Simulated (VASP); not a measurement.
# BN (P6_3mc) in VASP: a series of runs

Runs on BN. Level: PBE. Tasks: single point.

All numbers are computed with VASP 6.6.1; they aren't measurements. Logs are shortened: lines on timing, memory, paths and dates and some standing lists are left out, and cuts for length are marked.

## 1. The cell of the first run

Symmetry: P6_3mc, No. 186, hexagonal system. Conventional cell: a = 2.554 Å, b = 2.554 Å, c = 4.227 Å, α = 90.00°, β = 90.00°, γ = 120.00°. Within 2.0 Å of B (site symmetry 3m) lie 4 N at 1.49 to 1.88 Å. N (site symmetry 3m) has 4 B at 1.49 to 1.88 Å within 2.0 Å.

## 2. Single point, PBE (all N atoms moved -0.300 Å, as atom 3 along Cartesian [0 0 1])

The input, INCAR:

```
ALGO = Normal
EDIFF = 1E-6
ENCUT = 520
GGA = PE
ISIF = 2
ISMEAR = 0
LASPH = True
LCHARG = False
LREAL = False
LWAVE = False
NBANDS = 16
NELM = 100
PREC = Accurate
SIGMA = 0.05
```

The input, KPOINTS:

```
k-points
0
Gamma
  12 12 6
```

The input, POSCAR:

```
BN
1.0
    2.5539396017      0.0000000000      0.0000000000
   -1.2769698009      2.2117765748      0.0000000000
    0.0000000000      0.0000000000      4.2268550000
B N
2 2
Direct
    0.6666666667      0.3333333333      0.9997240000
    0.3333333333      0.6666666667      0.4997240000
    0.6666666667      0.3333333333      0.5543012445
    0.3333333333      0.6666666667      0.0543012445
```

Potentials or basis: VASP PAW PBE potentials, release 64 (B, N).

The run is started by

```console
$ cat potpaw_PBE.64/B/POTCAR potpaw_PBE.64/N/POTCAR > POTCAR
$ mpirun -np 1 vasp_std > vasp.out
```

OUTCAR:

```text
EDIFF = 1E-6
   ENCUT = 520
   GGA = PE
   ISIF = 2
   ISMEAR = 0
   LASPH = True
   LREAL = False
   NELM = 100
   PREC = Accurate

 ion  position               nearest neighbor table
   1  0.667  0.333  1.000-   4 1.49   4 1.49   4 1.49   3 1.88
   2  0.333  0.667  0.500-   3 1.49   3 1.49   3 1.49   4 1.88
   3  0.667  0.333  0.554-   2 1.49   2 1.49   2 1.49   1 1.88
   4  0.333  0.667  0.054-   1 1.49   1 1.49   1 1.49   2 1.88

  LATTYP: Found a hexagonal cell.
 ALAT       =     2.5539396017
 C/A-ratio  =     1.6550332659

  Lattice vectors:

 A1 = (   2.5539396017,   0.0000000000,   0.0000000000)
 A2 = (  -1.2769698009,   2.2117765748,   0.0000000000)
 A3 = (   0.0000000000,   0.0000000000,   4.2268550000)

Analysis of symmetry for initial positions (statically):
=====================================================================
 Subroutine PRICEL returns:
 Original cell was already a primitive cell.

 Routine SETGRP: Setting up the symmetry group for a
 hexagonal supercell.

 Subroutine GETGRP returns: Found 12 space group operations
 (whereof  6 operations were pure point group operations)
 out of a pool of 24 trial point group operations.

The static configuration has the point symmetry C_3v.
 The point group associated with its full space group is C_6v.

Analysis of symmetry for dynamics (positions and initial velocities):
=====================================================================
 Subroutine PRICEL returns:
 Original cell was already a primitive cell.

 Routine SETGRP: Setting up the symmetry group for a
 hexagonal supercell.

 Subroutine GETGRP returns: Found 12 space group operations
 (whereof  6 operations were pure point group operations)
 out of a pool of 24 trial point group operations.

The dynamic configuration has the point symmetry C_3v.
 The point group associated with its full space group is C_6v.

 Subroutine INISYM returns: Found 12 space group operations
 (whereof  6 operations are pure point group operations),
 and found     1 'primitive' translations

----------------------------------------------------------------------------------------

                                     Primitive cell

  volume of cell :      23.8764

  direct lattice vectors                    reciprocal lattice vectors
     2.553939602  0.000000000  0.000000000     0.391551938  0.226062617  0.000000000
    -1.276969801  2.211776575  0.000000000     0.000000000  0.452125233  0.000000000
     0.000000000  0.000000000  4.226855000     0.000000000  0.000000000  0.236582518

  length of vectors
     2.553939602  2.553939602  4.226855000     0.452125233  0.452125233  0.236582518

  position of ions in fractional coordinates (direct lattice)
     0.666666667  0.333333333  0.999724000
     0.333333333  0.666666667  0.499724000
     0.666666667  0.333333333  0.554301245
     0.333333333  0.666666667  0.054301245

  ion indices of the primitive-cell ions
   primitive index   ion index
                 1           1
                 2           2
                 3           3
                 4           4

----------------------------------------------------------------------------------------

 KPOINTS: k-points

Automatic generation of k-mesh.
 Grid dimensions read from file:
 generate k-points for:   12   12    6

 Generating k-lattice:

  Cartesian coordinates                     Fractional coordinates (reciprocal lattice)
     0.032629328  0.018838551  0.000000000     0.083333333  0.000000000  0.000000000
     0.000000000  0.037677103  0.000000000     0.000000000  0.083333333  0.000000000
     0.000000000  0.000000000  0.039430420     0.000000000  0.000000000  0.166666667

  Length of vectors
     0.037677103  0.037677103  0.039430420

  Shift w.r.t. Gamma in fractional coordinates (k-lattice)
     0.000000000  0.000000000  0.000000000

 Subroutine IBZKPT returns following result:
 ===========================================

 Found     76 irreducible k-points:

 Following reciprocal coordinates:
            Coordinates               Weight
  0.000000  0.000000  0.000000      1.000000
  0.083333  0.000000  0.000000      6.000000
  0.166667  0.000000  0.000000      6.000000
  0.250000  0.000000  0.000000      6.000000
  0.333333  0.000000  0.000000      6.000000
  0.416667  0.000000  0.000000      6.000000
[... 16 lines left out ...]
  0.250000  0.000000  0.166667     12.000000
  0.333333  0.000000  0.166667     12.000000
 [... further k-points ...]
   k-points           NKPTS =     76   k-points in BZ     NKDIM =     76   number of bands    NBANDS=     16
   number of dos      NEDOS =    301   number of ions     NIONS =      4
   total plane-waves  NPLWV =  12800
   dimension x,y,z NGX =    20 NGY =   20 NGZ =   32
   dimension x,y,z NGXF=    40 NGYF=   40 NGZF=   64
   ions per type =               2   2
   NGX,Y,Z   is equivalent  to a cutoff of  13.02, 13.02, 12.59 a.u.
   NGXF,Y,Z  is equivalent  to a cutoff of  26.04, 26.04, 25.17 a.u.
 SYSTEM =  unknown system
   PREC   = accura    normal or accurate (medium, high low for compatibility)
   ISTART =      0    job   : 0-new  1-cont  2-samecut
   ICHARG =      2    charge: 1-file 2-atom 10-const
   ISPIN  =      1    spin polarized calculation?
   LNONCOLLINEAR =      F non collinear calculations
   LSORBIT =      F    spin-orbit coupling
   LASPH  =      T    aspherical Exc in radial PAW
   ENCUT  =  520.0 eV  38.22 Ry    6.18 a.u.   4.75  4.75  7.86*2*pi/ulx,y,z
   NELM   =    100;   NELMIN=  2; NELMDL= -5     # of ELM steps
   EDIFF  = 0.1E-05   stopping-criterion for ELM
   LREAL  =      F    real-space projection
   EDIFFG = 0.1E-04   stopping-criterion for IOM
   NSW    =      0    number of steps for IOM
   IBRION =     -1    ionic relax: 0-MD 1-quasi-New 2-CG
   NFREE  =      0    steps in history (QN), initial steepest desc. (CG)
   ISIF   =      2    stress and relaxation
   ISYM   =      2    0-nonsym 1-usesym 2-fastsym
   POTIM  = 0.5000    time-step for ionic-motion
   TEBEG  =    0.0;   TEEND  =   0.0 temperature during run
   PSTRESS=    0.0 pullay stress
   NELECT =      16.0000    total number of electrons
   NUPDOWN=      -1.0000    fix difference up-down
   EMIN   =  10.00;   EMAX   =-10.00  energy-range for DOS
   EFERMI =   0.00;   METHOD = LEGACY
   ISMEAR =     0;   SIGMA  =   0.05  broadening in eV -4-tet -1-fermi 0-gaus
   EFERMI_NEDOS =   21; number of points for ismear=-14 and -15
   IALGO  =     38    algorithm
   IMIX   =      4    mixing-type and parameters
     AMIX     =   0.40;   BMIX     =  1.00
     AMIX_MAG =   1.60;   BMIX_MAG =  1.00
  volume/ion in A,a.u.               =       5.97        40.28
  Fermi-wavevector in a.u.,A,eV,Ry     =   1.432600  2.707222 27.923836  2.052344
  Thomas-Fermi vector in A             =   2.552210
   LORBIT       =      0    0 simple, 1 ext, 2 COOP (PROOUT), +10 PAW based schemes
   GGA     = PE    functional components
   LHFCALC =     F    Hartree Fock is set to
   AEXX    =    0.0000 exact exchange contribution
   IVDW    =     0    specifies the selected vdW correction
   LEPSILON=     F    determine dielectric tensor
   LRPA    =     F    only Hartree local field effects (RPA)
 non-spin polarized calculation
 Gauss-broadening in eV      SIGMA  =   0.05
  energy-cutoff  :      520.00
  volume of cell :       23.88
 maximum number of plane-waves:       660
 NGX is ok and might be reduce to    20
   NGX =  9   NGY =  9   NGZ = 15

 number of electron      16.0000004 magnetization

 Free energy of the ion-electron system (eV)
  ---------------------------------------------------
  ext. energy  EPLUGINS =         0.00000000
  ---------------------------------------------------
  free energy    TOTEN  =       -33.69100960 eV

  energy without entropy =      -33.69100960  energy(sigma->0) =      -33.69100960

 E-fermi :   8.9561     XC(G=0): -12.7390

 val. band max:        8.7105581565   @ k =   0.0000   0.0000   0.0000
 cond. band min:      12.6028985697   @ k =   0.5000   0.0000   0.3333
 fundamental gap:      3.8923404132
 Fermi energy:         8.9561122006

 k-point     1 :       0.0000    0.0000    0.0000
  band No.  band energies     occupation
      1     -12.9207      2.00000
      2      -8.8127      2.00000
      3      -2.8156      2.00000
      4       4.6157      2.00000
      5       4.6157      2.00000
      6       6.1472      2.00000
[... 8 lines left out ...]
     15      18.7202      0.00000
     16      22.3127      0.00000

 k-point     2 :       0.0833    0.0000    0.0000
  band No.  band energies     occupation
      1     -12.7747      2.00000
      2      -8.7083      2.00000
      3      -2.6458      2.00000
      4       3.9827      2.00000
      5       4.3332      2.00000
      6       5.6359      2.00000
[... 8 lines left out ...]
     15      19.2364      0.00000
     16      22.0688      0.00000

 k-point     3 :       0.1667    0.0000    0.0000
  band No.  band energies     occupation
      1     -12.3414      2.00000
      2      -8.4102      2.00000
      3      -2.1427      2.00000
      4       2.4396      2.00000
      5       3.6645      2.00000
      6       4.3491      2.00000
[... 8 lines left out ...]
     15      20.6231      0.00000
     16      21.3777      0.00000

 k-point     4 :       0.2500    0.0000    0.0000
  band No.  band energies     occupation
      1     -11.6379      2.00000
      2      -7.9763      2.00000
      3      -1.3288      2.00000
      4       0.5887      2.00000
      5       2.7118      2.00000
      6       2.9110      2.00000
[... 8 lines left out ...]
     15      21.5834      0.00000
     16      22.5246      0.00000
[... 324 lines left out ...]
 k-point    22 :       0.1667    0.0000    0.1667
  band No.  band energies     occupation
      1     -12.1776      2.00000
      2      -8.9066      2.00000
      3      -1.3588      2.00000
      4       2.5773      2.00000
      5       3.7673      2.00000
      6       4.1296      2.00000
[... 8 lines left out ...]
     15      20.4113      0.00000
     16      21.4545      0.00000

 k-point    23 :       0.2500    0.0000    0.1667
  band No.  band energies     occupation
      1     -11.4798      2.00000
      2      -8.4110      2.00000
      3      -0.7707      2.00000
      4       0.8918      2.00000
      5       2.4421      2.00000
      6       3.0198      2.00000
[... 8 lines left out ...]
     15      21.9079      0.00000
     16      22.3209      0.00000

 k-point    24 :       0.3333    0.0000    0.1667
  band No.  band energies     occupation
      1     -10.5578      2.00000
      2      -7.8874      2.00000
      3      -1.3338      2.00000
      4       0.6006      2.00000
      5       0.8786      2.00000
      6       2.3879      2.00000
[... 8 lines left out ...]
     15      23.0077      0.00000
     16      24.3234      0.00000

 [... further k-points ...]
[... 5 lines left out ...]
  --------------------------------------------------------------------------------------
  -------------------------------------------------------------------------------------
  Total        0.7467927      0.7467927      6.1875408     -0.0000000      0.0000000      0.0000000
  in kB       50.1119664     50.1119664    415.2019958     -0.0000000      0.0000000      0.0000000
  external PRESSURE =     171.8086428 kB  Pullay stress =       0.0000000 kB

 VOLUME and BASIS-vectors are now :
 -----------------------------------------------------------------------------
  energy-cutoff  :      520.00
  volume of cell :       23.88
      direct lattice vectors                 reciprocal lattice vectors
     2.553939602  0.000000000  0.000000000     0.391551938  0.226062617  0.000000000
    -1.276969801  2.211776575  0.000000000     0.000000000  0.452125233  0.000000000
     0.000000000  0.000000000  4.226855000     0.000000000  0.000000000  0.236582518

 POSITION                                       TOTAL-FORCE (eV/Angst)
 -----------------------------------------------------------------------------------
      1.27697      0.73726      4.22569        -0.000000     -0.000000     -2.427291
     -0.00000      1.47452      2.11226         0.000000     -0.000000     -2.427291
      1.27697      0.73726      2.34295        -0.000000      0.000000      2.427291
     -0.00000      1.47452      0.22952         0.000000     -0.000000      2.427291
 -----------------------------------------------------------------------------------
    total drift:                               -0.000000     -0.000000      0.000471

  FREE ENERGIE OF THE ION-ELECTRON SYSTEM (eV)
  ---------------------------------------------------
  free  energy   TOTEN  =       -33.6910096021 eV

  energy  without entropy=      -33.6910096021  energy(sigma->0) =      -33.69100960
```

Run time: 14 s. Hardware: 1 thread of Intel Xeon Platinum 8488C (Sapphire Rapids), shared host; peak memory 0.14 GiB.

Results:

* Free energy: -33.6910 eV
* Pressure: 17.2 GPa
* Largest force: 2.427 eV/Å
* Band gap on the k mesh: 3.89 eV, indirect (least direct gap 6.43 eV)

Forces on the atoms (eV/Å):
```
B    0.000  0.000 -2.427
B    0.000  0.000 -2.427
N    0.000  0.000  2.427
N    0.000  0.000  2.427
```

Stress tensor (GPa, compression positive):
```
 5.01  0.00  0.00
 0.00  5.01  0.00
 0.00  0.00 41.52
```

Levels at points of the mesh, in eV from the valence-band top:
| k point | band 4 | band 5 | band 6 | band 7 | band 8 | band 9 | band 10 | band 11 | band 12 | band 13 |
| --- | --- | --- | --- | --- | --- | --- | --- | --- | --- | --- |
| (0.00, 0.00, 0.00) | -4.09 | -4.09 | -2.56 | -2.56 | 0.00 | 7.01 | 7.57 | 7.57 | 8.14 | 9.67 |
| (0.50, 0.00, 0.00) | -9.83 | -7.08 | -6.99 | -4.94 | -3.77 | 5.28 | 6.02 | 9.30 | 9.83 | 12.70 |
| (0.00, 0.00, 0.50) | -6.13 | -3.38 | -3.38 | -3.38 | -3.38 | 8.06 | 8.06 | 8.59 | 8.59 | 8.59 |
| (0.50, 0.00, 0.50) | -11.48 | -6.06 | -6.06 | -3.15 | -3.15 | 4.11 | 4.11 | 7.48 | 7.48 | 15.55 |

Caveat: the cell differs from its parent crystal (all N atoms moved -0.300 Å, as atom 3 along Cartesian [0 0 1]); forces of over 1 eV/Å act on the atoms, so gaps and moduli don't describe the material at rest.

[end of part 1 of 3]
